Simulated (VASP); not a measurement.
# CoO (R-3m) in VASP: a series of runs

Runs on CoO. Level: PBEsol. Tasks: single point.

All numbers are computed with VASP 6.6.1; they aren't measurements. Logs are shortened: lines on timing, memory, paths and dates and some standing lists are left out, and cuts for length are marked.

**1. The cell of the first run**

It takes space group R-3m (No. 166, trigonal). The conventional cell has a = 3.011 Å, b = 3.011 Å, c = 7.320 Å, α = 90.00°, β = 90.00°, γ = 120.00°. Within 2.8 Å of Co (site symmetry -3m) lie 6 O at 2.12 Å. O (site symmetry -3m) has 6 Co at 2.12 Å within 2.8 Å.

**2. Single point, PBEsol, collinear spin, ferromagnetic start**

The input, INCAR:

```
SYSTEM = CoO
PREC = Accurate
ENCUT = 1340
EDIFF = 1E-6
ISMEAR = 0
SIGMA = 0.01
LREAL = .False.
LASPH = .True.
NELM = 200
ALGO = Normal
ISIF = 2
LWAVE = .False.
LCHARG = .False.
ISPIN = 2
MAGMOM = 2.75 0.38
LORBIT = 11
LMAXMIX = 4
GGA = PS
NBANDS = 22
GGA_COMPAT = .False.
```

The input, KPOINTS:

```
Automatic mesh
0
Gamma
  9 9 9
  0 0 0
```

The input, POSCAR:

```
CoO
1.0
    1.5054695445      0.8691832468      2.4399269062
   -1.5054695445      0.8691832468      2.4399269062
    0.0000000000     -1.7383664936      2.4399269062
Co O
1 1
Direct
    0.0000000000      0.0000000000      0.0000000000
    0.5000000000      0.5000000000      0.5000000000
```

Potentials or basis: VASP PAW PBE potentials, release 64 (Co_sv, O_h).

On the command line:

```console
cat potpaw_PBE.64/Co_sv/POTCAR potpaw_PBE.64/O_h/POTCAR > POTCAR
mpirun -np 1 vasp_std > vasp.out
```

OUTCAR:

```text
SYSTEM = CoO
   PREC = Accurate
   ENCUT = 1340
   EDIFF = 1E-6
   ISMEAR = 0
   LREAL = .False.
   LASPH = .True.
   NELM = 200
   ISIF = 2
   ISPIN = 2
   LORBIT = 11
   GGA = PS

 ion  position               nearest neighbor table
   1  0.000  0.000  0.000-
   2  0.500  0.500  0.500-

  LATTYP: Found a trigonal (rhomboedric) cell.
 ALAT       =     2.9958573687
 COS(alpha) =     0.4949531368

  Lattice vectors:

 A1 = (   1.5054695445,   0.8691832468,   2.4399269062)
 A2 = (  -1.5054695445,   0.8691832468,   2.4399269062)
 A3 = (   0.0000000000,  -1.7383664936,   2.4399269062)

Analysis of symmetry for initial positions (statically):
=====================================================================
 Subroutine PRICEL returns:
 Original cell was already a primitive cell.

 Routine SETGRP: Setting up the symmetry group for a
 trigonal (rhombohedral) supercell.

 Subroutine GETGRP returns: Found 12 space group operations
 (whereof 12 operations were pure point group operations)
 out of a pool of 12 trial point group operations.

The static configuration has the point symmetry D_3d.

Analysis of symmetry for dynamics (positions and initial velocities):
=====================================================================
 Subroutine PRICEL returns:
 Original cell was already a primitive cell.

 Routine SETGRP: Setting up the symmetry group for a
 trigonal (rhombohedral) supercell.

 Subroutine GETGRP returns: Found 12 space group operations
 (whereof 12 operations were pure point group operations)
 out of a pool of 12 trial point group operations.

The dynamic configuration has the point symmetry D_3d.

Analysis of structural, dynamic, and magnetic symmetry:
=====================================================================
 Subroutine PRICEL returns:
 Original cell was already a primitive cell.

 Routine SETGRP: Setting up the symmetry group for a
 trigonal (rhombohedral) supercell.

 Subroutine GETGRP returns: Found 12 space group operations
 (whereof 12 operations were pure point group operations)
 out of a pool of 12 trial point group operations.

The overall configuration has the point symmetry D_3d.

 Subroutine INISYM returns: Found 12 space group operations
 (whereof 12 operations are pure point group operations),
 and found     1 'primitive' translations

----------------------------------------------------------------------------------------

                                     Primitive cell

  volume of cell :      19.1563

  direct lattice vectors                    reciprocal lattice vectors
     1.505469544  0.869183247  2.439926906     0.332122295  0.191750896  0.136616114
    -1.505469544  0.869183247  2.439926906    -0.332122295  0.191750896  0.136616114
     0.000000000 -1.738366494  2.439926906     0.000000000 -0.383501793  0.136616114

  length of vectors
     2.995857369  2.995857369  2.995857369     0.407108816  0.407108816  0.407108816

  position of ions in fractional coordinates (direct lattice)
     0.000000000  0.000000000  0.000000000
     0.500000000  0.500000000  0.500000000

  ion indices of the primitive-cell ions
   primitive index   ion index
                 1           1
                 2           2

----------------------------------------------------------------------------------------

 KPOINTS: Automatic mesh

Automatic generation of k-mesh.
 Grid dimensions read from file:
 generate k-points for:    9    9    9

 Generating k-lattice:

  Cartesian coordinates                     Fractional coordinates (reciprocal lattice)
     0.036902477  0.021305655  0.015179568     0.111111111  0.000000000  0.000000000
    -0.036902477  0.021305655  0.015179568     0.000000000  0.111111111  0.000000000
     0.000000000 -0.042611310  0.015179568     0.000000000  0.000000000  0.111111111

  Length of vectors
     0.045234313  0.045234313  0.045234313

  Shift w.r.t. Gamma in fractional coordinates (k-lattice)
     0.000000000  0.000000000  0.000000000

 Subroutine IBZKPT returns following result:
 ===========================================

 Found     85 irreducible k-points:

 Following reciprocal coordinates:
            Coordinates               Weight
  0.000000  0.000000  0.000000      1.000000
  0.111111  0.000000 -0.000000      6.000000
  0.222222  0.000000  0.000000      6.000000
  0.333333  0.000000  0.000000      6.000000
  0.444444  0.000000  0.000000      6.000000
  0.111111  0.111111 -0.000000      6.000000
[... 16 lines left out ...]
 -0.333333  0.333333  0.000000      6.000000
  0.444444  0.444444  0.000000      6.000000
 [... further k-points ...]
   k-points           NKPTS =     85   k-points in BZ     NKDIM =     85   number of bands    NBANDS=     22
   number of dos      NEDOS =    301   number of ions     NIONS =      2
   total plane-waves  NPLWV =  46656
   dimension x,y,z NGX =    36 NGY =   36 NGZ =   36
   dimension x,y,z NGXF=    72 NGYF=   72 NGZF=   72
   ions per type =               1   1
   NGX,Y,Z   is equivalent  to a cutoff of  19.98, 19.98, 19.98 a.u.
   NGXF,Y,Z  is equivalent  to a cutoff of  39.95, 39.95, 39.95 a.u.
 SYSTEM =  CoO
   PREC   = accura    normal or accurate (medium, high low for compatibility)
   ISTART =      0    job   : 0-new  1-cont  2-samecut
   ICHARG =      2    charge: 1-file 2-atom 10-const
   ISPIN  =      2    spin polarized calculation?
   LNONCOLLINEAR =      F non collinear calculations
   LSORBIT =      F    spin-orbit coupling
   LASPH  =      T    aspherical Exc in radial PAW
   ENCUT  = 1340.0 eV  98.49 Ry    9.92 a.u.   8.94  8.94  8.94*2*pi/ulx,y,z
   NELM   =    200;   NELMIN=  2; NELMDL= -5     # of ELM steps
   EDIFF  = 0.1E-05   stopping-criterion for ELM
   LREAL  =      F    real-space projection
   EDIFFG = 0.1E-04   stopping-criterion for IOM
   NSW    =      0    number of steps for IOM
   IBRION =     -1    ionic relax: 0-MD 1-quasi-New 2-CG
   NFREE  =      0    steps in history (QN), initial steepest desc. (CG)
   ISIF   =      2    stress and relaxation
   ISYM   =      2    0-nonsym 1-usesym 2-fastsym
   POTIM  = 0.5000    time-step for ionic-motion
   TEBEG  =    0.0;   TEEND  =   0.0 temperature during run
   PSTRESS=    0.0 pullay stress
   NELECT =      23.0000    total number of electrons
   NUPDOWN=      -1.0000    fix difference up-down
   EMIN   =  10.00;   EMAX   =-10.00  energy-range for DOS
   EFERMI =   0.00;   METHOD = LEGACY
   ISMEAR =     0;   SIGMA  =   0.01  broadening in eV -4-tet -1-fermi 0-gaus
   EFERMI_NEDOS =   21; number of points for ismear=-14 and -15
   IALGO  =     38    algorithm
   IMIX   =      4    mixing-type and parameters
     AMIX     =   0.40;   BMIX     =  1.00
     AMIX_MAG =   1.60;   BMIX_MAG =  1.00
  volume/ion in A,a.u.               =       9.58        64.64
  Fermi-wavevector in a.u.,A,eV,Ry     =   1.739991  3.288106 41.192569  3.027568
  Thomas-Fermi vector in A             =   2.812726
   LORBIT       =     11    0 simple, 1 ext, 2 COOP (PROOUT), +10 PAW based schemes
   GGA     = PS    functional components
   LHFCALC =     F    Hartree Fock is set to
   AEXX    =    0.0000 exact exchange contribution
   IVDW    =     0    specifies the selected vdW correction
   LEPSILON=     F    determine dielectric tensor
   LRPA    =     F    only Hartree local field effects (RPA)
 spin polarized calculation
 Gauss-broadening in eV      SIGMA  =   0.01
  energy-cutoff  :     1340.00
  volume of cell :       19.16
 maximum number of plane-waves:      2158
   NGX = 17   NGY = 17   NGZ = 17

 number of electron      22.9999996 magnetization       2.9880310

 Free energy of the ion-electron system (eV)
  ---------------------------------------------------
  ext. energy  EPLUGINS =         0.00000000
  ---------------------------------------------------
  free energy    TOTEN  =       -14.04032825 eV

  energy without entropy =      -14.04015521  energy(sigma->0) =      -14.04024173

 E-fermi :   9.3706     XC(G=0): -13.0153

 val. band max:        9.3681451776   @ k =   0.4444   0.2222   0.2222
 cond. band min:       9.3735291144   @ k =   0.4444   0.4444   0.4444
 fundamental gap:      0.0053839368
 Fermi energy:         9.3705977445

 spin component 1

 k-point     1 :       0.0000    0.0000    0.0000
  band No.  band energies     occupation
      1     -87.3188      1.00000
      2     -50.7070      1.00000
      3     -50.7070      1.00000
      4     -50.7004      1.00000
      5     -10.9794      1.00000
      6       6.0246      1.00000
[... 14 lines left out ...]
     21      30.7416      0.00000
     22      33.9807      0.00000

 k-point     2 :       0.1111    0.0000   -0.0000
  band No.  band energies     occupation
      1     -87.3183      1.00000
      2     -50.7112      1.00000
      3     -50.7075      1.00000
      4     -50.7014      1.00000
      5     -10.8489      1.00000
      6       4.8983      1.00000
[... 14 lines left out ...]
     21      32.1822      0.00000
     22      35.7521      0.00000

 k-point     3 :       0.2222    0.0000    0.0000
  band No.  band energies     occupation
      1     -87.3172      1.00000
      2     -50.7226      1.00000
      3     -50.7091      1.00000
      4     -50.7032      1.00000
      5     -10.4986      1.00000
      6       3.2934      1.00000
[... 14 lines left out ...]
     21      35.3748      0.00000
     22      38.2468      0.00000
[... 476 lines left out ...]
 k-point    23 :      -0.3333    0.3333    0.0000
  band No.  band energies     occupation
      1     -87.3141      1.00000
      2     -50.7333      1.00000
      3     -50.7310      1.00000
      4     -50.7119      1.00000
      5      -9.6027      1.00000
      6       2.2270      1.00000
[... 14 lines left out ...]
     21      37.9603      0.00000
     22      39.6861      0.00000

 k-point    24 :       0.4444    0.4444    0.0000
  band No.  band energies     occupation
      1     -87.3139      1.00000
      2     -50.7401      1.00000
      3     -50.7216      1.00000
      4     -50.7168      1.00000
      5      -9.7109      1.00000
      6       2.2423      1.00000
[... 14 lines left out ...]
     21      40.5413      0.00000
     22      40.5835      0.00000

 [... further k-points ...]

 spin component 2

 k-point     1 :       0.0000    0.0000    0.0000
  band No.  band energies     occupation
      1     -84.2548      1.00000
      2     -47.7124      1.00000
      3     -47.7124      1.00000
      4     -47.7113      1.00000
      5     -10.4206      1.00000
      6       6.6816      1.00000
[... 14 lines left out ...]
     21      31.7302      0.00000
     22      34.8640      0.00000

 k-point     2 :       0.1111    0.0000   -0.0000
  band No.  band energies     occupation
      1     -84.2543      1.00000
      2     -47.7177      1.00000
      3     -47.7131      1.00000
      4     -47.7122      1.00000
      5     -10.2858      1.00000
      6       5.6713      1.00000
[... 14 lines left out ...]
     21      32.9693      0.00000
     22      36.6873      0.00000

 k-point     3 :       0.2222    0.0000    0.0000
  band No.  band energies     occupation
      1     -84.2530      1.00000
      2     -47.7315      1.00000
      3     -47.7148      1.00000
      4     -47.7141      1.00000
      5      -9.9237      1.00000
      6       3.9916      1.00000
[... 14 lines left out ...]
     21      35.8733      0.00000
     22      39.1641      0.00000
[... 476 lines left out ...]
 k-point    23 :      -0.3333    0.3333    0.0000
  band No.  band energies     occupation
      1     -84.2494      1.00000
      2     -47.7435      1.00000
      3     -47.7426      1.00000
      4     -47.7229      1.00000
      5      -8.9702      1.00000
      6       2.9526      1.00000
[... 14 lines left out ...]
     21      38.5840      0.00000
     22      40.4574      0.00000

 k-point    24 :       0.4444    0.4444    0.0000
  band No.  band energies     occupation
      1     -84.2492      1.00000
      2     -47.7534      1.00000
      3     -47.7295      1.00000
      4     -47.7285      1.00000
      5      -9.0685      1.00000
      6       2.7533      1.00000
[... 14 lines left out ...]
     21      40.7292      0.00000
     22      40.7705      0.00000

 [... further k-points ...]

------------------------ aborting loop because EDIFF is reached ----------------------------------------

  FORCE on cell =-STRESS in cart. coord.  units (eV):
  Direction    XX          YY          ZZ          XY          YZ          ZX
  --------------------------------------------------------------------------------------
  -------------------------------------------------------------------------------------
  Total       -1.1050026     -1.1050026     -1.1919958      0.0000000     -0.0000000      0.0000000
  in kB      -92.4192646    -92.4192646    -99.6951244      0.0000000     -0.0000000      0.0000000
  external PRESSURE =     -94.8445512 kB  Pullay stress =       0.0000000 kB

 VOLUME and BASIS-vectors are now :
 -----------------------------------------------------------------------------
  energy-cutoff  :     1340.00
  volume of cell :       19.16
      direct lattice vectors                 reciprocal lattice vectors
     1.505469544  0.869183247  2.439926906     0.332122295  0.191750896  0.136616114
    -1.505469544  0.869183247  2.439926906    -0.332122295  0.191750896  0.136616114
     0.000000000 -1.738366494  2.439926906     0.000000000 -0.383501793  0.136616114

 POSITION                                       TOTAL-FORCE (eV/Angst)
 -----------------------------------------------------------------------------------
      0.00000      0.00000      0.00000         0.000000     -0.000000     -0.000000
      0.00000      0.00000      3.65989        -0.000000      0.000000      0.000000
 -----------------------------------------------------------------------------------
    total drift:                                0.000000      0.000000      0.000000

  FREE ENERGIE OF THE ION-ELECTRON SYSTEM (eV)
  ---------------------------------------------------
  free  energy   TOTEN  =       -14.0403282472 eV

  energy  without entropy=      -14.0401552115  energy(sigma->0) =      -14.04024173

 total charge

# of ion       s       p       d       tot
------------------------------------------
    1        2.144   6.064   6.663  14.872
    2        1.034   2.287   0.000   3.321
--------------------------------------------------
tot          3.178   8.351   6.663  18.192

 magnetization (x)

# of ion       s       p       d       tot
------------------------------------------
    1        0.014   0.010   2.529   2.553
    2        0.028   0.227   0.000   0.255
--------------------------------------------------
tot          0.042   0.237   2.529   2.808
```

It took 4.1 min on 1 thread of Intel Xeon Platinum 8259CL at 2.50GHz (Skylake/Cascade Lake), shared host; peak memory 0.39 GiB.

Results:

```
Free energy                                           : -14.0403 eV
Pressure                                              : -9.5 GPa
Band gap on the k mesh                                : zero (filled and empty bands overlap)
Net moment                                            : 2.99 μB per cell
Site moments                                          : Co +2.55; O +0.26 μB
Valence electrons inside the program's atomic spheres : Co 14.87; O 3.32
```

Caveat: the cell stands under tension; the PAW data sets were made with another functional, which shifts forces and pressure a little; a cell with one magnetic atom can't hold antiferromagnetic order, which such compounds often take; semilocal functionals often make such compounds metallic where correlation or magnetic order opens a gap, which also shifts bond lengths.

**3. Single point, PBEsol, collinear spin, antiferromagnetic start**

This run uses another cell than the first one: it holds 4 atoms, not 2.

The input, INCAR:

```
SYSTEM = CoO
ALGO     = Normal         ! electronic algorithm
EDIFF    = 1E-6           ! SCF threshold, eV
ENCUT    = 520            ! plane-wave cutoff, eV
GGA      = PS             ! functional
ISIF     = 2              ! what is computed and relaxed
ISMEAR   = 0              ! smearing method
ISPIN    = 2              ! spin polarisation
LASPH    = .True.         ! aspherical terms in the spheres
LCHARG   = .True.         ! write CHGCAR
LELF     = .True.         ! ELF
LMAXMIX  = 4              ! l up to which the mixer works
LORBIT   = 11             ! projections on sites
LREAL    = .False.        ! projectors in reciprocal space
LVHAR    = .True.       
LWAVE    = .False.        ! write WAVECAR
MAGMOM   = 3 -3 1 -1      ! initial moments
NBANDS   = 27             ! bands
NELM     = 150            ! most SCF steps
PREC     = Accurate       ! precision mode
SIGMA    = 0.1            ! smearing width, eV
```

The input, KPOINTS:

```
k-points
0
Gamma
  18 18 9
  0 0 0
```

The input, POSCAR:

```
CoO
1.0
    1.5054695445     -0.8691832468      4.8798538124
   -1.5054695445     -0.8691832468      4.8798538124
    0.0000000000     -3.4767329871      4.8798538124
Co O
2 2
Direct
    0.0000000000      0.0000000000      0.0000000000
    0.0000000000      0.0000000000      0.5000000000
    0.5000000000      0.5000000000      0.7500000000
    0.5000000000      0.5000000000      0.2500000000
```

Potentials or basis: VASP PAW PBE potentials, release 64 (Co, O).

On the command line:

```console
cat potpaw_PBE.64/Co/POTCAR potpaw_PBE.64/O/POTCAR > POTCAR
mpirun -np 1 vasp_std > vasp.out
```

Run time: 63 min. Hardware: 1 thread of Oxide Virtual Turin-like, shared host; peak memory 0.6 GiB.

The run converged. Its results:

```
Free energy                                           : -28.2100 eV
Pressure                                              : -12.7 GPa
Band gap on the k mesh                                : zero (filled and empty bands overlap)
Net moment                                            : 0.00 μB per cell
Site moments                                          : Co +2.40, -2.40; O -0.00, +0.00 μB
Valence electrons inside the program's atomic spheres : Co 7.83; O 4.94
```

Stress tensor (GPa, compression positive):
```
-16.79   0.00   0.00
  0.00 -16.79   0.00
  0.00   0.00  -4.39
```

Levels at points of the mesh, in eV from the Fermi level:
Spin up:
```csv
k point,band 12,band 13,band 14,band 15,band 16,band 17,band 18,band 19
"(0.00, 0.00, 0.00)",-1.93,-1.93,-0.48,-0.48,-0.16,1.18,1.81,1.81
"(0.50, 0.00, 0.00)",-1.47,-1.25,-0.55,0.07,0.21,1.88,1.96,5.07
```
Spin down:
| k point | band 12 | band 13 | band 14 | band 15 | band 16 | band 17 | band 18 | band 19 |
| --- | --- | --- | --- | --- | --- | --- | --- | --- |
| (0.00, 0.00, 0.00) | -1.93 | -1.93 | -0.48 | -0.48 | -0.16 | 1.18 | 1.81 | 1.81 |
| (0.50, 0.00, 0.00) | -1.47 | -1.25 | -0.55 | 0.07 | 0.21 | 1.88 | 1.96 | 5.07 |

Caveat: the stress differs along the axes, from -17 to -4 GPa; the PAW data sets were made with another functional, which shifts forces and pressure a little; semilocal functionals often make such compounds metallic where correlation or magnetic order opens a gap, which also shifts bond lengths.
